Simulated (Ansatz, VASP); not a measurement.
# SnO2: VASP beside Ansatz

The input INCAR:

```
SYSTEM = SnO2
PREC = Accurate
ENCUT = 600
EDIFF = 1E-7
ISMEAR = 0
SIGMA = 0.1
LREAL = .False.
LASPH = .True.
NELM = 60
ALGO = Normal
ISIF = 3
LWAVE = .False.
LCHARG = .False.
GGA = PE
IVDW = 12
IBRION = 2
NSW = 90
EDIFFG = -0.04
```

KPOINTS

```
regular mesh
0
Gamma
  6 6 4
  0 0 0
```

File POSCAR:

```
SnO2
1.0
    3.0246447900      0.0000000000      0.0000000000
   -1.5123223900      2.6194192200      0.0000000000
    0.0000000000      0.0000000000      4.7758175100
Sn O
1 2
Direct
    0.0000000000      0.0000000000      0.5000000000
    0.3333333300      0.6666666700      0.7608649400
    0.6666666700      0.3333333300      0.2391350600
```

Input for Ansatz:

```yaml
crystal:
  lattice:
    - [3.02464479, 0.0, 0.0]
    - [-1.51232239, 2.61941922, 0.0]
    - [0.0, 0.0, 4.77581751]
  atoms:
    - { symbol: Sn, position: [0.0, 0.0, 0.5] }
    - { symbol: O, position: [0.33333333, 0.66666667, 0.76086494] }
    - { symbol: O, position: [0.66666667, 0.33333333, 0.23913506] }
basis:
  ecutwfc: 420
kpoints:
  mp_grid: { grid: [6, 6, 4] }
hamiltonian:
  xc: pbe
  dispersion: d3bj
scf:
  occupations: { method: gaussian, width: 0.1 }
  lower_state_search: "off"
output:
  forces: true
  stress: true
  eigenvalues: true
relax:
  adjacent_minimum: "off"
  f_tol: 0.04
  max_steps: 70
  cell: { stress_tol: 0.4 }
```

Alike in both runs: task relaxation of cell and atoms; functional PBE; dispersion D3(BJ); k mesh 6 × 6 × 4; occupations gaussian, width 0.1 eV; no spin polarisation.

|  | VASP | Ansatz |
| --- | --- | --- |
| version | VASP 6.6.1 | Ansatz 0.2.0 |
| potentials or method | VASP PAW PBE potentials, release 64 (Sn_d, O), cutoff 600 eV | scalar-relativistic, plane waves, PAW |
| valence electrons in the cell | 26 | 26 |

Ansatz gave:

| Item | Value |
| --- | --- |
| gap on the k mesh at the Fermi level, each at its own relaxed structure (eV) | 1.89 |
| relaxed volume (Å³/atom) | 13.72 |
| relaxed cell length with the largest relative difference (Å) | 4.599 |

Problem. Estimate VASP's values.

Solution. gap on the k mesh at the Fermi level, each at its own relaxed structure (eV): 1.76; relaxed volume (Å³/atom): 13.59; relaxed cell length with the largest relative difference (Å): 4.536.
